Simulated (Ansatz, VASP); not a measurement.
**One calculation of Rh, two programs**

INCAR

```
SYSTEM = Rh
PREC = Accurate
ENCUT = 520
EDIFF = 1E-6
ISMEAR = 0
SIGMA = 0.15
LREAL = .False.
LASPH = .True.
NELM = 100
ALGO = Fast
ISIF = 2
LWAVE = .False.
LCHARG = .False.
GGA = PS
NBANDS = 22
```

The input KPOINTS:

```
regular mesh
0
Gamma
  12 12 8
  0 0 0
```

File POSCAR:

```
Rh
1.0
    2.6887360848      0.0000000000      0.0000000000
   -1.3443680424      2.3285137535      0.0000000000
    0.0000000000      0.0000000000      4.3290202436
Rh
2
Direct
    0.6622733718      0.3335769319      0.7503741122
    0.3377266282      0.6664230681      0.2496258878
```

Input for Ansatz:

```yaml
crystal:
  lattice:
    - [2.6887360848, 0.0, 0.0]
    - [-1.3443680424, 2.3285137535, 0.0]
    - [0.0, 0.0, 4.3290202436]
  atoms:
    - { symbol: Rh, position: [0.6622733718, 0.3335769319, 0.7503741122] }
    - { symbol: Rh, position: [0.3377266282, 0.6664230681, 0.2496258878] }
basis:
  ecutwfc: 420
kpoints:
  mp_grid: { grid: [12, 12, 8] }
hamiltonian:
  xc: pbesol
scf:
  occupations: { method: gaussian, width: 0.15 }
output:
  forces: true
  stress: true
  eigenvalues: true
```

Change from the starting cell: all atoms moved at random, sigma 0.02 Å a component.

Alike in both runs: task single point; functional PBEsol; k mesh 12 × 12 × 8; occupations gaussian, width 0.15 eV; no spin polarisation.

|  | VASP | Ansatz |
| --- | --- | --- |
| version | VASP 6.6.1 | Ansatz 0.2.0 |
| potentials or method | VASP PAW PBE potentials, release 64 (Rh_pv), cutoff 520 eV | scalar-relativistic, plane waves, PAW |
| valence electrons in the cell | 30 | 34 |

```csv
,VASP,Ansatz,Ansatz less VASP
gap on the k mesh at the Fermi level (eV),none,none,-
pressure (GPa),0.1,0.2,+0.08
"traceless stress, the component that is largest in VASP (GPa)",0.59,0.58,-0.002
rms of the force components (eV/Å),0.069,0.069,+0.0001
```

VASP's potentials were made for PBE, not for PBEsol. Atom by atom the forces differ by 0.000 eV/Å (rms over components). A gap of «none» marks a metal or a gap that the smearing closes. The functional is the same, so the differences come from potentials, cutoffs and numerics. VASP's potentials hold 30 valence electrons a cell and Ansatz's 34, so a difference there can come from the potentials and not from the codes.
